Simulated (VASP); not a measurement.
# TaC (Fm-3m) in VASP: a series of runs, part 2 of 2

VASP 6.6.1. The steps go on from the part before.

### Step 4. Single point, PBE

INCAR

```
SYSTEM = TaC
  ALGO = Normal
  EDIFF = 1E-6
  ENCUT = 600
  GGA = PE
  GGA_COMPAT = .False.
  ISIF = 2
  ISMEAR = 0
  LASPH = .True.
  LCHARG = .False.
  LREAL = .False.
  LWAVE = .False.
  NBANDS = 14
  NELM = 120
  PREC = Accurate
  SIGMA = 0.1
```

KPOINTS

```
k-points
0
Gamma
  11 11 11
  0 0 0
```

POSCAR

```
TaC
1.0
    0.0000000000      2.2230000000      2.2230000000
    2.2230000000      0.0000000000      2.2230000000
    2.2230000000      2.2230000000      0.0000000000
Ta C
1 1
Direct
    0.0000000000      0.0000000000      0.0000000000
    0.5000000000      0.5000000000      0.5000000000
```

Potentials or basis: VASP PAW PBE potentials, release 64 (Ta_pv, C).

Run with:

```sh
> cat potpaw_PBE.64/Ta_pv/POTCAR potpaw_PBE.64/C/POTCAR > POTCAR
> mpirun -np 1 vasp_std > vasp.out
```

OUTCAR:

```text
SYSTEM = TaC
   EDIFF = 1E-6
   ENCUT = 600
   GGA = PE
   ISIF = 2
   ISMEAR = 0
   LASPH = .True.
   LREAL = .False.
   NELM = 120
   PREC = Accurate

 ion  position               nearest neighbor table
   1  0.000  0.000  0.000-   2 2.22   2 2.22   2 2.22   2 2.22   2 2.22   2 2.22
   2  0.500  0.500  0.500-   1 2.22   1 2.22   1 2.22   1 2.22   1 2.22   1 2.22

  LATTYP: Found a face centered cubic cell.
 ALAT       =     4.4460000000

  Lattice vectors:

 A1 = (   0.0000000000,   2.2230000000,   2.2230000000)
 A2 = (   2.2230000000,   0.0000000000,   2.2230000000)
 A3 = (   2.2230000000,   2.2230000000,   0.0000000000)

Analysis of symmetry for initial positions (statically):
=====================================================================
 Subroutine PRICEL returns:
 Original cell was already a primitive cell.

 Routine SETGRP: Setting up the symmetry group for a
 face centered cubic supercell.

 Subroutine GETGRP returns: Found 48 space group operations
 (whereof 48 operations were pure point group operations)
 out of a pool of 48 trial point group operations.

The static configuration has the point symmetry O_h .
[... 175 lines left out ...]
      5       7.1168      2.00000
      6       7.1168      2.00000
      7       7.1168      2.00000
      8       7.9681      2.00000
      9       7.9681      2.00000
     10       7.9681      2.00000
     11       9.1231      0.00000
     12       9.1231      0.00000
     13      15.1042      0.00000
     14      18.5165      0.00000
[... 377 lines left out ...]
      1     -26.9913      2.00000
      2     -26.7488      2.00000
      3     -26.6190      2.00000
      4      -4.2827      2.00000
      5       2.5288      2.00000
      6       3.8041      2.00000
      7       4.1782      2.00000
      8       8.4895      1.73564
      9      10.5411      0.00000
     10      10.6832      0.00000
     11      12.2443      0.00000
     12      16.6103      0.00000
     13      17.5163      0.00000
     14      21.4678      0.00000

 [... further k-points ...]

------------------------ aborting loop because EDIFF is reached ----------------------------------------

  FORCE on cell =-STRESS in cart. coord.  units (eV):
  Direction    XX          YY          ZZ          XY          YZ          ZX
  --------------------------------------------------------------------------------------
  -------------------------------------------------------------------------------------
  Total        1.0087414      1.0087414      1.0087414      0.0000000      0.0000000      0.0000000
  in kB       73.5600581     73.5600581     73.5600581      0.0000000      0.0000000      0.0000000
  external PRESSURE =      73.5600581 kB  Pullay stress =       0.0000000 kB

 VOLUME and BASIS-vectors are now :
 -----------------------------------------------------------------------------
  energy-cutoff  :      600.00
  volume of cell :       21.97
      direct lattice vectors                 reciprocal lattice vectors
     0.000000000  2.223000000  2.223000000    -0.224921278  0.224921278  0.224921278
     2.223000000  0.000000000  2.223000000     0.224921278 -0.224921278  0.224921278
     2.223000000  2.223000000  0.000000000     0.224921278  0.224921278 -0.224921278

 POSITION                                       TOTAL-FORCE (eV/Angst)
 -----------------------------------------------------------------------------------
      0.00000      0.00000      0.00000        -0.000000     -0.000000     -0.000000
      2.22300      2.22300      2.22300         0.000000      0.000000      0.000000
 -----------------------------------------------------------------------------------
    total drift:                                0.000000      0.000000      0.000000

  FREE ENERGIE OF THE ION-ELECTRON SYSTEM (eV)
  ---------------------------------------------------
  free  energy   TOTEN  =       -22.1927527697 eV

  energy  without entropy=      -22.1888849104  energy(sigma->0) =      -22.19081884
```

It took 41 s on 1 thread of Intel Xeon 8259CL, shared host; peak memory 0.17 GiB.

What came out:

- Free energy: -22.1928 eV
- Pressure: 7.4 GPa
- Band gap on the k mesh: zero (an odd number of electrons rules out a gap without spin polarisation)

Levels at points of the mesh, in eV from the Fermi level:
```
           k point  band 6  band 7  band 8  band 9  band 10  band 11
(0.00, 0.00, 0.00)   -1.45   -1.45   -0.60   -0.60    -0.60     0.55
```

Caveat: the cell stands under pressure; spin-orbit coupling is left out, which moves the levels of the heavy elements.

### Step 5. Single point, PBE

INCAR

```
PREC     = Accurate       # precision mode
ENCUT    = 600            # plane-wave cutoff, eV
EDIFF    = 1E-6           # SCF threshold, eV
ISMEAR   = 0              # smearing method
SIGMA    = 0.05           # smearing width, eV
LREAL    = F              # projectors in reciprocal space
LASPH    = T              # aspherical terms in the spheres
NELM     = 120            # most SCF steps
ALGO     = Normal         # electronic algorithm
ISIF     = 2              # what is computed and relaxed
LWAVE    = F              # write WAVECAR
LCHARG   = F              # write CHGCAR
GGA      = PE             # functional
NBANDS   = 14             # bands
GGA_COMPAT= F
```

KPOINTS

```
regular mesh
0
Gamma
  11 11 11
```

POSCAR is that of step 4.

Run with:

```sh
> cat potpaw_PBE.64/Ta_pv/POTCAR potpaw_PBE.64/C/POTCAR > POTCAR
> mpirun -np 1 vasp_std > vasp.out
```

Run time: 36 s. Hardware: 1 thread of Intel Xeon 8259CL, shared host; peak memory 0.17 GiB.

Results (log left out):

```yaml
Free_energy: -22.1912 eV
Pressure: 7.3 GPa
Band_gap_on_the_k_mesh: zero (an odd number of electrons rules out a gap without spin polarisation)
```

Levels at points of the mesh, in eV from the Fermi level:
```
           k point  band 5  band 6  band 7  band 8  band 9  band 10  band 11  band 12
(0.00, 0.00, 0.00)   -1.47   -1.47   -1.47   -0.62   -0.62    -0.62     0.53     0.53
```

Caveat: the cell stands under pressure; spin-orbit coupling is left out, which moves the levels of the heavy elements.

### Step 6. Overview

```csv
smearing,gap on the mesh (eV),pressure (GPa)
gaussian 0.3 eV,none,7.5
gaussian 0.2 eV,none,7.4
gaussian 0.1 eV,none,7.4
gaussian 0.05 eV,none,7.3
```

Alike in all rows: task single point; level PBE; potentials or basis VASP PAW PBE potentials, release 64 (Ta_pv, C); no spin polarisation; cell as given; k mesh 11 × 11 × 11; cutoff (eV) 600.

Caveats: the cell stands under pressure; spin-orbit coupling is left out, which moves the levels of the heavy elements; so wide a smearing shifts energies and pressures (at least some runs).

Absolute energies hang on the potentials; compare differences alone.
